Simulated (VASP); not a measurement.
Ni3Ge:

```
CELL_PARAMETERS angstrom
3.34311 0.00000 0.00000
0.00000 3.34311 0.00000
0.00000 0.00000 3.34311
ATOMIC_POSITIONS crystal
Ni 0.50000 0.00000 0.50000
Ni 0.00000 0.50000 0.50000
Ni 0.50000 0.50000 0.00000
Ge 0.00000 0.00000 0.00000
```

Base run:

```yaml
Program: VASP 6.6.1
Functional: LDA
Potentials_or_basis: VASP PAW LDA potentials, release 64 (Ni, Ge_d)
Cutoff: 520 eV
k_mesh: 12 × 12 × 12
Occupations: gaussian, width 0.15 eV
Spin: collinear spin, ferromagnetic start
Starting_moments: "[0.75, 0.75, 0.75, 0.0] μB"
Fixed_moment: 2.25 μB
```

Its results: pressure 49.0 GPa; site moments Ni +0.69; Ge +0.11 μB.

The run is repeated on the same cell with these changes: fixed moment from 2.25 μB to 1.5 μB; moments at the start from [0.75, 0.75, 0.75, 0.0] to [0.5, 0.5, 0.5, 0.0]. What comes out?

Pressure 45.7 GPa; site moments Ni +0.48; Ge +0.04 μB.

Caveats: the cell stands under pressure; the total moment is fixed, so each spin has its own Fermi level and the state may be an excited one.
